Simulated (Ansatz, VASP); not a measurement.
# GeSe: VASP beside Ansatz

Contents of INCAR:

```
ALGO = Normal
EDIFF = 1E-6
ENCUT = 500
GGA = PE
GGA_COMPAT = False
ISIF = 2
ISMEAR = 0
LASPH = True
LCHARG = True
LELF = True
LREAL = False
LVHAR = True
LWAVE = False
NBANDS = 50
NELM = 120
PREC = Accurate
SIGMA = 0.01
```

Contents of KPOINTS:

```
k-points
0
Gamma
  2 6 4
```

POSCAR

```
GeSe
1.0
   10.7900000000      0.0000000000      0.0000000000
    0.0000000000      3.8200000000      0.0000000000
    0.0000000000      0.0000000000      4.3800000000
Ge Se
4 4
Direct
    0.1210000000      0.7500000000      0.8940000000
    0.6210000000      0.7500000000      0.6060000000
    0.3790000000      0.2500000000      0.3940000000
    0.8790000000      0.2500000000      0.1060000000
    0.8520000000      0.7500000000      0.4970000000
    0.3520000000      0.7500000000      0.0030000000
    0.6480000000      0.2500000000      0.9970000000
    0.1480000000      0.2500000000      0.5030000000
```

Input for Ansatz:

```yaml
crystal:
  lattice:
    - [10.79, 0.0, 0.0]
    - [0.0, 3.82, 0.0]
    - [0.0, 0.0, 4.38]
  atoms:
    - { symbol: Ge, position: [0.121, 0.75, 0.894] }
    - { symbol: Ge, position: [0.621, 0.75, 0.606] }
    - { symbol: Ge, position: [0.379, 0.25, 0.394] }
    - { symbol: Ge, position: [0.8789999999999999, 0.25, 0.106] }
    - { symbol: Se, position: [0.8519999999999999, 0.75, 0.497] }
    - { symbol: Se, position: [0.352, 0.75, 0.003] }
    - { symbol: Se, position: [0.648, 0.25, 0.997] }
    - { symbol: Se, position: [0.148, 0.25, 0.503] }
basis:
  ecutwfc: 470.0
kpoints:
  mp_grid:
    grid: [2, 6, 4]
hamiltonian:
  xc: pbe
scf:
  n_extra_bands: 22
  convergence:
    dr2_threshold: 1.0e-09
  occupations:
    method: gaussian
    width: 0.01
output:
  dos:
    de: 0.05
    projected: true
```

Alike in both runs: task single point; functional PBE; k mesh 2 × 6 × 4; occupations gaussian, width 0.01 eV; no spin polarisation.

```csv
,VASP,Ansatz
version,VASP 6.6.1,Ansatz 0.2.0
potentials or method,"VASP PAW PBE potentials, release 64 (Ge_d, Se), cutoff 500 eV","plane waves, PAW"
valence electrons in the cell,80,120
```

VASP gave:

* gap on the k mesh at the Fermi level (eV): 0.72

**Question.** Which values does Ansatz return?

**Answer.** gap on the k mesh at the Fermi level (eV): 0.73.

With one functional, cell and mesh, what is left measures potentials, basis and numerics. VASP's potentials hold 80 valence electrons a cell and Ansatz's 120, so a difference there can come from the potentials and not from the codes.
